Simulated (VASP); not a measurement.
# TiAl (Pm-3m) in VASP: further runs, part 2 of 2

VASP 6.6.1. Earlier steps stand in the parts before.

## (4) Relaxation of cell and atoms, r2SCAN

This run uses another cell than the first one, of 15.89 Å³/atom, 0.940 times its volume.

File POSCAR:

```
TiAl
1.0
    3.1677207400      0.0000000000      0.0000000000
    0.0000000000      3.1677207400      0.0000000000
    0.0000000000      0.0000000000      3.1677207400
Ti Al
1 1
Direct
    0.5000000000      0.5000000000      0.5000000000
    0.0000000000      0.0000000000      0.0000000000
```

File INCAR.step1:

```
PREC = Accurate
ENCUT = 600
ISMEAR = 0
SIGMA = 0.1
LREAL = False
LASPH = True
NELM = 60
GGA = PE
ALGO = Normal
EDIFF = 1E-4
LWAVE = True
LCHARG = False
```

File INCAR.step2:

```
PREC = Accurate
ENCUT = 600
EDIFF = 1E-7
ISMEAR = 0
SIGMA = 0.1
LREAL = False
LASPH = True
NELM = 60
ALGO = Normal
ISIF = 3
LWAVE = False
LCHARG = False
METAGGA = R2SCAN
LMIXTAU = True
IBRION = 2
NSW = 100
EDIFFG = -0.005
ISTART = 1
```

File KPOINTS:

```
regular mesh
0
Gamma
  14 14 14
```

Potentials or basis: VASP PAW PBE potentials, release 64 (Ti_sv, Al).

Run with:

```sh
> cat potpaw_PBE.64/Ti_sv/POTCAR potpaw_PBE.64/Al/POTCAR > POTCAR
> cp INCAR.step1 INCAR
> mpirun -np 1 vasp_std > vasp.out
> cp INCAR.step2 INCAR
> mpirun -np 1 vasp_std > vasp.out
```

OUTCAR:

```text
PREC = Accurate
   ENCUT = 600
   EDIFF = 1E-7
   ISMEAR = 0
   LREAL = False
   LASPH = True
   NELM = 60
   ISIF = 3
   METAGGA = R2SCAN
   IBRION = 2
   NSW = 100
   EDIFFG = -0.005
   ISTART = 1

 ion  position               nearest neighbor table
   1  0.500  0.500  0.500-   2 2.74   2 2.74   2 2.74   2 2.74   2 2.74   2 2.74   2 2.74   2 2.74

   2  0.000  0.000  0.000-   1 2.74   1 2.74   1 2.74   1 2.74   1 2.74   1 2.74   1 2.74   1 2.74

  LATTYP: Found a simple cubic cell.
 ALAT       =     3.1677207400

  Lattice vectors:

 A1 = (   3.1677207400,   0.0000000000,   0.0000000000)
 A2 = (   0.0000000000,   3.1677207400,   0.0000000000)
 A3 = (   0.0000000000,   0.0000000000,   3.1677207400)

Analysis of symmetry for initial positions (statically):
[... 267 lines left out ...]
      2     -25.5162      2.00000
      3     -25.5162      2.00000
      4     -25.5162      2.00000
      5      -0.9927      2.00000
      6       7.2641      2.00000
      7       7.2641      2.00000
      8      10.9661      0.00000
      9      10.9661      0.00000
     10      10.9661      0.00000
     11      13.5501      0.00000
[... 309 lines left out ...]
 k-point    24 :       0.3571    0.2143    0.0000
  band No.  band energies     occupation
      1     -50.3414      2.00000
      2     -25.6597      2.00000
      3     -25.5732      2.00000
      4     -25.4966      2.00000
      5       1.6535      2.00000
      6       5.4433      2.00000
      7       7.5905      2.00000
      8       8.8390      1.73752
      9       9.6062      0.00000
     10      10.4891      0.00000
     11      11.9481      0.00000

 [... further k-points ...]

------------------------ aborting loop because EDIFF is reached ----------------------------------------

  FORCE on cell =-STRESS in cart. coord.  units (eV):
  Direction    XX          YY          ZZ          XY          YZ          ZX
  --------------------------------------------------------------------------------------
  -------------------------------------------------------------------------------------
  Total       -0.0006647     -0.0006647     -0.0006647      0.0000000      0.0000000      0.0000000
  in kB       -0.0333528     -0.0333528     -0.0333528      0.0000000      0.0000000      0.0000000
  external PRESSURE =      -0.0333528 kB  Pullay stress =       0.0000000 kB
[... 17 lines left out ...]
  FREE ENERGIE OF THE ION-ELECTRON SYSTEM (eV)
  ---------------------------------------------------
  free  energy   TOTEN  =       -20.3159615389 eV

  energy  without entropy=      -20.3057930964  energy(sigma->0) =      -20.31087732

 reached required accuracy - stopping structural energy minimisation
```

OSZICAR.step1:

```text
N       E                     dE             d eps       ncg     rms          rms(c)
DAV:   1     0.106954341769E+03    0.10695E+03   -0.81510E+03  2648   0.152E+03
DAV:   2    -0.337353990685E+01   -0.11033E+03   -0.10770E+03  2672   0.365E+02
DAV:   3    -0.129429461603E+02   -0.95694E+01   -0.92017E+01  4754   0.955E+01
DAV:   4    -0.137155245026E+02   -0.77258E+00   -0.76033E+00  3510   0.214E+01
DAV:   5    -0.137449340813E+02   -0.29410E-01   -0.29389E-01  3737   0.419E+00    0.992E+00
DAV:   6    -0.121757084350E+02    0.15692E+01   -0.11617E+01  3237   0.390E+01    0.283E+00
DAV:   7    -0.121196107125E+02    0.56098E-01   -0.64455E-01  3185   0.988E+00    0.169E+00
DAV:   8    -0.121127147659E+02    0.68959E-02   -0.50546E-02  3150   0.240E+00    0.329E-01
DAV:   9    -0.121127274402E+02   -0.12674E-04   -0.65195E-03  3674   0.703E-01    0.178E-01
DAV:  10    -0.121128199940E+02   -0.92554E-04   -0.76371E-05  2056   0.102E-01
   1 F= -.12112820E+02 E0= -.12106777E+02  d E =-.120857E-01
```

It took 4.2 min on 1 thread of Intel Xeon 6975P-C (Granite Rapids), shared host; peak memory 0.2 GiB.

Results:

```
Free energy                            : -20.3160 eV
Relaxed volume                         : 15.97 Å³/atom
Relaxed cell                           : a = 3.173 Å, b = 3.173 Å, c = 3.173 Å, α = 90.00°, β = 90.00°, γ = 90.00°
Space group after relaxing (to 0.05 Å) : Pm-3m (No. 221)
Energy gained by relaxing              : 0.1 meV/atom
Ionic steps                            : 3
Pressure after relaxing                : 0.0 GPa
```

Step by step:
```
step  energy change (eV)  largest force (eV/Å)  pressure (GPa)  volume (Å³)
   1              0.0000                0.0000            0.55        31.79
   2             -0.0001                0.0000           -0.39        32.04
   3             -0.0002                0.0000            0.00        31.93
```

Final structure:
```
Ti Al
1.0
     3.17255    0.00000    0.00000
     0.00000    3.17255    0.00000
     0.00000    0.00000    3.17255
Ti Al
1 1
Direct
  0.50000 0.50000 0.50000
  0.00000 0.00000 0.00000
```

Levels at points of the mesh, in eV from the Fermi level:
| k point | band 5 | band 6 | band 7 | band 8 | band 9 | band 10 |
| --- | --- | --- | --- | --- | --- | --- |
| (0.00, 0.00, 0.00) | -9.91 | -1.65 | -1.65 | 2.05 | 2.05 | 2.05 |
| (0.50, 0.00, 0.00) | -6.48 | -5.64 | -0.68 | 0.27 | 0.27 | 2.26 |
| (0.50, 0.50, 0.00) | -5.27 | -2.43 | -2.43 | -1.65 | 0.87 | 0.87 |
| (0.50, 0.50, 0.50) | -3.31 | -3.31 | -3.31 | 0.94 | 2.87 | 2.87 |

Caveat: the PAW data sets were made with another functional, which shifts forces and pressure a little.

## (5) Overview

```csv
task,cell,cutoff (eV),gap on the mesh (eV),pressure (GPa)
single point,"a = 3.233 Å, 2 atoms",520,none,-6.1
single point,"a = 3.274 Å, 2 atoms",520,none,-9.4
relaxation of cell and atoms,"relaxed from a = 3.168 Å, 2 atoms",600,none,0.0
```

Alike in all rows: level r2SCAN; potentials or basis VASP PAW PBE potentials, release 64 (Ti_sv, Al); no spin polarisation; k mesh 14 × 14 × 14; smearing gaussian 0.1 eV.

Caveats: the PAW data sets were made with another functional, which shifts forces and pressure a little.

Total energies depend on the potentials used, so only differences within one code and one set of settings carry meaning.
